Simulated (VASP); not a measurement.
# Si8HO16 (a cell with a defect) in VASP: single point with PBE+D3(BJ)

Aim: the single point of Si8HO16 (a cell with a defect) with PBE+D3(BJ).

Program: VASP 6.6.1. These are calculated values, not measurements. Logs are shortened: lines on timing, memory, paths and dates and some standing lists are left out, and cuts for length are marked.

## 1. The cell of the first run

The cell holds a defect, 25 atoms: a = 5.833 Å, b = 5.833 Å, c = 5.295 Å, α = 90.00°, β = 90.00°, γ = 90.00°.

## 2. Single point, PBE+D3(BJ), collinear spin

INCAR reads:

```
  PREC = Accurate
  ENCUT = 520
  EDIFF = 1E-7
  ISMEAR = -1
  SIGMA = 0.05
  LREAL = Auto
  LASPH = True
  NELM = 150
  ALGO = Normal
  ISIF = 2
  LWAVE = False
  LCHARG = False
  ISPIN = 2
  MAGMOM = 0 0 0 0 0 0 0 0 0 0 0 0 0 0 0 0.09 0 0 0 0 0 0.09 0 0 0.51
  LORBIT = 11
  GGA = PE
  IVDW = 12
  NBANDS = 86
```

KPOINTS reads:

```
regular mesh
0
Gamma
  2 2 2
```

POSCAR reads:

```
Si8HO16
1.0
   -4.1246000000     -4.1246000000      0.0000000000
    4.1246000000     -4.1246000000      0.0000000000
    0.0000000000      0.0000000000      5.2948000000
Si O H
8 16 1
Direct
    0.4970542598      0.5044974058     -0.0000566594
   -0.0091766474      0.4772220337      0.2465437788
    0.4978179702      0.5045337730      0.4983757649
    0.0029336178      0.4809436067      0.7451272947
    0.0059036028     -0.0198928381      0.0049104782
    0.5077340833      0.0085584057      0.2405001133
    0.0148741696     -0.0079159191      0.4981302410
    0.4999878776      0.0134194831      0.7497544761
    0.1886243515      0.4959026330      0.0097076377
   -0.0079159191      0.1852179605      0.2418599381
    0.8019686758      0.4886534452     -0.0056092770
   -0.0164500800      0.7875066673      0.2505099343
    0.1881030888      0.4904111914      0.4956183425
    0.0115768802      0.1814115308      0.7475069880
    0.8040052369      0.4690151772      0.4929175795
    0.0412888523      0.7940891238      0.7458827529
    0.7021286913     -0.0037094506     -0.0125783788
    0.5115162682      0.6990011153      0.2613318728
    0.3049022936     -0.0100130922      0.0039094961
    0.5022183969      0.3127454783      0.2412177986
    0.6986495660      0.0219293992      0.4996222709
    0.4796586336      0.6913397663      0.7540039284
    0.3027445086      0.0096494205      0.4899146332
    0.4861926005      0.3125757649      0.7450139760
    0.7635285846      0.7689836590      0.6735665181
```

Potentials or basis: VASP PAW PBE potentials, release 64 (Si, O, H).

Command:

```console
> cat potpaw_PBE.64/Si/POTCAR potpaw_PBE.64/O/POTCAR potpaw_PBE.64/H/POTCAR > POTCAR
> mpirun -np 1 vasp_std > vasp.out
```

OUTCAR:

```text
PREC = Accurate
   ENCUT = 520
   EDIFF = 1E-7
   ISMEAR = -1
   LREAL = Auto
   LASPH = True
   NELM = 150
   ISIF = 2
   ISPIN = 2
   LORBIT = 11
   GGA = PE
   IVDW = 12
 IVDW          = 12

 ion  position               nearest neighbor table
   1  0.497  0.504  1.000-  20 1.70  22 1.70  24 1.75  11 1.78  18 1.79   9 1.80   3 2.64   3 2.66

   2  0.991  0.477  0.247-  15 1.70  10 1.70   9 1.71  11 1.73  13 1.75  12 1.81   4 2.64   4 2.66
                             7 3.13
   3  0.498  0.505  0.498-  18 1.69  24 1.72  22 1.74  20 1.76  15 1.80  13 1.81   1 2.64   1 2.66
[... 12 lines left out ...]
  10  0.992  0.185  0.242-   2 1.70   5 1.74   7 1.77
  11  0.802  0.489  0.994-   2 1.73   4 1.77   1 1.78
  12  0.984  0.788  0.251-   5 1.72   7 1.78   2 1.81
  13  0.188  0.490  0.496-   4 1.71   2 1.75   3 1.81
  14  0.012  0.181  0.748-   7 1.72   4 1.75   5 1.80
[... 8 lines left out ...]
  23  0.303  0.010  0.490-   7 1.68   6 1.78   8 1.79
  24  0.486  0.313  0.745-   3 1.72   8 1.75   1 1.75
  25  0.764  0.769  0.674-

  LATTYP: Found a simple tetragonal cell.
 ALAT       =     5.8330652594
 C/A-ratio  =     0.9077217148

  Lattice vectors:

 A1 = (  -4.1246000000,  -4.1246000000,   0.0000000000)
 A2 = (   4.1246000000,  -4.1246000000,   0.0000000000)
 A3 = (   0.0000000000,   0.0000000000,   5.2948000000)

Analysis of symmetry for initial positions (statically):
=====================================================================
 Subroutine PRICEL returns:
 Original cell was already a primitive cell.

 Routine SETGRP: Setting up the symmetry group for a
 simple tetragonal supercell.

 Subroutine GETGRP returns: Found  1 space group operations
 (whereof  1 operations were pure point group operations)
 out of a pool of 16 trial point group operations.

The static configuration has the point symmetry C_1 .

Analysis of symmetry for dynamics (positions and initial velocities):
=====================================================================
 Subroutine PRICEL returns:
 Original cell was already a primitive cell.

 Routine SETGRP: Setting up the symmetry group for a
 simple tetragonal supercell.

 Subroutine GETGRP returns: Found  1 space group operations
 (whereof  1 operations were pure point group operations)
 out of a pool of 16 trial point group operations.

The dynamic configuration has the point symmetry C_1 .

Analysis of structural, dynamic, and magnetic symmetry:
=====================================================================
 Subroutine PRICEL returns:
 Original cell was already a primitive cell.

 Routine SETGRP: Setting up the symmetry group for a
 simple tetragonal supercell.

 Subroutine GETGRP returns: Found  1 space group operations
 (whereof  1 operations were pure point group operations)
 out of a pool of 16 trial point group operations.

The overall configuration has the point symmetry C_1 .

 Subroutine INISYM returns: Found  1 space group operations
 (whereof  1 operations are pure point group operations),
 and found     1 'primitive' translations

----------------------------------------------------------------------------------------

                                     Primitive cell

  volume of cell :     180.1537

  direct lattice vectors                    reciprocal lattice vectors
    -4.124600000 -4.124600000  0.000000000    -0.121223876 -0.121223876  0.000000000
     4.124600000 -4.124600000  0.000000000     0.121223876 -0.121223876  0.000000000
     0.000000000  0.000000000  5.294800000     0.000000000  0.000000000  0.188864546

  length of vectors
     5.833065259  5.833065259  5.294800000     0.171436450  0.171436450  0.188864546

  position of ions in fractional coordinates (direct lattice)
     0.497054260  0.504497406  0.999943341
     0.990823353  0.477222034  0.246543779
     0.497817970  0.504533773  0.498375765
     0.002933618  0.480943607  0.745127295
     0.005903603  0.980107162  0.004910478
     0.507734083  0.008558406  0.240500113
[... 17 lines left out ...]
     0.486192600  0.312575765  0.745013976
     0.763528585  0.768983659  0.673566518

  ion indices of the primitive-cell ions
   primitive index   ion index
                 1           1
[... 63 lines left out ...]
   total plane-waves  NPLWV =  92160
   dimension x,y,z NGX =    48 NGY =   48 NGZ =   40
   dimension x,y,z NGXF=    96 NGYF=   96 NGZF=   80
   ions per type =               8  16   1
   NGX,Y,Z   is equivalent  to a cutoff of  13.68, 13.68, 12.56 a.u.
   NGXF,Y,Z  is equivalent  to a cutoff of  27.36, 27.36, 25.12 a.u.
 SYSTEM =  unknown system
   PREC   = accura    normal or accurate (medium, high low for compatibility)
   ISTART =      0    job   : 0-new  1-cont  2-samecut
   ICHARG =      2    charge: 1-file 2-atom 10-const
   ISPIN  =      2    spin polarized calculation?
   LNONCOLLINEAR =      F non collinear calculations
   LSORBIT =      F    spin-orbit coupling
   LASPH  =      T    aspherical Exc in radial PAW
   ENCUT  =  520.0 eV  38.22 Ry    6.18 a.u.  10.85 10.85  9.84*2*pi/ulx,y,z
   NELM   =    150;   NELMIN=  2; NELMDL= -5     # of ELM steps
   EDIFF  = 0.1E-06   stopping-criterion for ELM
   LREAL  =      T    real-space projection
   EDIFFG = 0.1E-05   stopping-criterion for IOM
   NSW    =      0    number of steps for IOM
   IBRION =     -1    ionic relax: 0-MD 1-quasi-New 2-CG
   NFREE  =      0    steps in history (QN), initial steepest desc. (CG)
   ISIF   =      2    stress and relaxation
   ISYM   =      2    0-nonsym 1-usesym 2-fastsym
   POTIM  = 0.5000    time-step for ionic-motion
   TEBEG  =    0.0;   TEEND  =   0.0 temperature during run
   PSTRESS=    0.0 pullay stress
   NELECT =     129.0000    total number of electrons
   NUPDOWN=      -1.0000    fix difference up-down
   EMIN   =  10.00;   EMAX   =-10.00  energy-range for DOS
   EFERMI =   0.00;   METHOD = LEGACY
   ISMEAR =    -1;   SIGMA  =   0.05  broadening in eV -4-tet -1-fermi 0-gaus
   EFERMI_NEDOS =   21; number of points for ismear=-14 and -15
   IALGO  =     38    algorithm
   IMIX   =      4    mixing-type and parameters
     AMIX     =   0.40;   BMIX     =  1.00
     AMIX_MAG =   1.60;   BMIX_MAG =  1.00
  volume/ion in A,a.u.               =       7.21        48.63
  Fermi-wavevector in a.u.,A,eV,Ry     =   1.464616  2.767722 29.185842  2.145099
  Thomas-Fermi vector in A             =   2.580570
   LORBIT       =     11    0 simple, 1 ext, 2 COOP (PROOUT), +10 PAW based schemes
   GGA     = PE    functional components
   LHFCALC =     F    Hartree Fock is set to
   AEXX    =    0.0000 exact exchange contribution
   IVDW    =    12    specifies the selected vdW correction
   LEPSILON=     F    determine dielectric tensor
   LRPA    =     F    only Hartree local field effects (RPA)
 spin polarized calculation
  energy-cutoff  :      520.00
  volume of cell :      180.15
 maximum number of plane-waves:      4880
 NGX is ok and might be reduce to    48
   NGX = 21   NGY = 21   NGZ = 19

 number of electron     128.9999976 magnetization       1.0000022

 Free energy of the ion-electron system (eV)
  ---------------------------------------------------
  ext. energy  EPLUGINS =         0.00000000
  ---------------------------------------------------
  free energy    TOTEN  =      -181.65368102 eV

  energy without entropy =     -181.65368098  energy(sigma->0) =     -181.65368100

 E-fermi :  13.5669     XC(G=0): -12.5354

 val. band max:       12.7997772821   @ k =   0.5000   0.5000   0.5000
 cond. band min:      14.3293134433   @ k =   0.0000   0.0000   0.0000
 fundamental gap:      1.5295361612
 Fermi energy:        13.5668662593

 spin component 1

 k-point     1 :       0.0000    0.0000    0.0000
  band No.  band energies     occupation
      1     -14.1860      1.00000
      2     -12.3444      1.00000
      3     -12.2513      1.00000
      4     -11.4606      1.00000
      5     -11.3438      1.00000
      6     -11.0357      1.00000
[... 621 lines left out ...]
     75      19.1279      0.00000
     76      19.3860      0.00000
 Fermi energy:        13.5668662593

 spin component 2

 k-point     1 :       0.0000    0.0000    0.0000
  band No.  band energies     occupation
      1     -14.1561      1.00000
      2     -12.3211      1.00000
      3     -12.2328      1.00000
      4     -11.4240      1.00000
      5     -11.3235      1.00000
      6     -10.9973      1.00000
[... 621 lines left out ...]
     75      19.1620      0.00000
     76      19.4185      0.00000
 [bands above 76 left out]

------------------------ aborting loop because EDIFF is reached ----------------------------------------

 Edisp (eV)   -6.23144

 E8    (eV) :    -2.1210

  FORCE on cell =-STRESS in cart. coord.  units (eV):
  Direction    XX          YY          ZZ          XY          YZ          ZX
  --------------------------------------------------------------------------------------
  -------------------------------------------------------------------------------------
  Total      26.49253    25.96079    25.47529     0.56324     1.15580    -0.94904
  in kB     235.60842   230.87941   226.56167     5.00910    10.27899    -8.44014
  external pressure =      231.02 kB  Pullay stress =        0.00 kB

 VOLUME and BASIS-vectors are now :
 -----------------------------------------------------------------------------
  energy-cutoff  :      520.00
  volume of cell :      180.15
      direct lattice vectors                 reciprocal lattice vectors
    -4.124600000 -4.124600000  0.000000000    -0.121223876 -0.121223876  0.000000000
     4.124600000 -4.124600000  0.000000000     0.121223876 -0.121223876  0.000000000
     0.000000000  0.000000000  5.294800000     0.000000000  0.000000000  0.188864546

 POSITION                                       TOTAL-FORCE (eV/Angst)
 -----------------------------------------------------------------------------------
      0.03070     -4.13100      5.29450         0.330308      0.186492      0.125086
     -2.11840     -6.05510      1.30540         0.483626     -1.315291      0.095805
      0.02770     -4.13430      2.63880        -0.179909      0.537725      0.147252
      1.97160     -1.99580      3.94530         0.589339     -0.317504      0.538355
      4.01820     -4.06690      0.02600         0.503240     -0.251202     -1.292582
     -2.05890     -2.12950      1.27340        -0.304391      0.206760      1.579421
[... 17 lines left out ...]
     -0.71610     -3.29460      3.94470        -1.211674      0.770215      0.956856
      0.02250     -6.32100      3.56640        -0.281250      0.691074     -0.003135
 -----------------------------------------------------------------------------------
    total drift:                               -0.005512      0.006164      0.003649

  FREE ENERGIE OF THE ION-ELECTRON SYSTEM (eV)
  ---------------------------------------------------
  free  energy   TOTEN  =      -187.8851198877 eV

  energy  without entropy=     -187.8851198386  energy(sigma->0) =     -187.88511986

 total charge

# of ion       s       p       d       tot
------------------------------------------
    1        0.597   0.919   0.000   1.516
    2        0.603   0.951   0.000   1.554
    3        0.596   0.915   0.000   1.511
    4        0.593   0.896   0.000   1.489
    5        0.595   0.910   0.000   1.505
    6        0.593   0.892   0.000   1.484
[... 17 lines left out ...]
   24        1.555   3.741   0.000   5.296
   25        0.513   0.018   0.000   0.531
--------------------------------------------------
tot         30.165  66.770   0.000  96.934

 magnetization (x)

# of ion       s       p       d       tot
------------------------------------------
    1        0.000   0.001   0.000   0.002
    2        0.001   0.001   0.000   0.002
    3        0.000  -0.001   0.000  -0.001
    4       -0.000  -0.002   0.000  -0.002
    5        0.000   0.000   0.000   0.000
    6        0.002   0.003   0.000   0.005
[... 17 lines left out ...]
   24       -0.000  -0.000   0.000  -0.000
   25        0.362   0.002   0.000   0.364
--------------------------------------------------
tot          0.398   0.253   0.000   0.651
```

Wall time 5.7 min (1 thread of Intel Xeon Platinum 8488C (Sapphire Rapids), shared host); peak memory 0.44 GiB.

What came out:

```
Free energy                                           : -187.8851 eV
Pressure                                              : 23.1 GPa
Largest force                                         : 2.022 eV/Å
Band gap on the k mesh                                : 1.53 eV
Net moment                                            : 1.00 μB per cell
Site moments                                          : Si +0.00, -0.00, +0.01 (each value once); O +0.00, -0.00, +0.03, +0.11, +0.01, +0.06, +0.07 (each value once); H +0.36 μB
Valence electrons inside the program's atomic spheres : Si 1.52, 1.55, 1.51, 1.49, 1.50, 1.48, 1.47 (each value once); O 5.28, 5.30, 5.27, 5.25, 5.24, 5.26, 5.29, 5.23 (each value once); H 0.53
Dispersion energy per atom                            : -0.249 eV
```

Forces on the atoms (eV/Å):
```
Si   0.330  0.186  0.125
Si   0.484 -1.315  0.096
Si  -0.180  0.538  0.147
Si   0.589 -0.318  0.538
Si   0.503 -0.251 -1.293
Si  -0.304  0.207  1.579
Si   1.018  1.365 -0.130
Si  -0.536  0.802 -1.271
O   -0.868 -0.315 -0.726
O   -1.474  0.409  0.092
O    0.431  0.034 -0.812
O    0.312 -1.235  0.430
O   -0.982 -0.666 -0.757
O    0.401 -0.125  0.895
O    0.931  0.094  1.129
O    0.237  0.358  0.641
O    0.781  0.482  0.578
O    0.703 -0.195 -1.243
O   -0.263 -1.375  0.148
O   -0.599  1.188  0.234
O    0.531  0.535 -0.670
O    1.074 -0.676 -0.501
O   -1.625 -1.188 -0.183
O   -1.212  0.770  0.957
H   -0.281  0.691 -0.003
```

Caveat: the k points lie up to 0.59 Å⁻¹ apart.
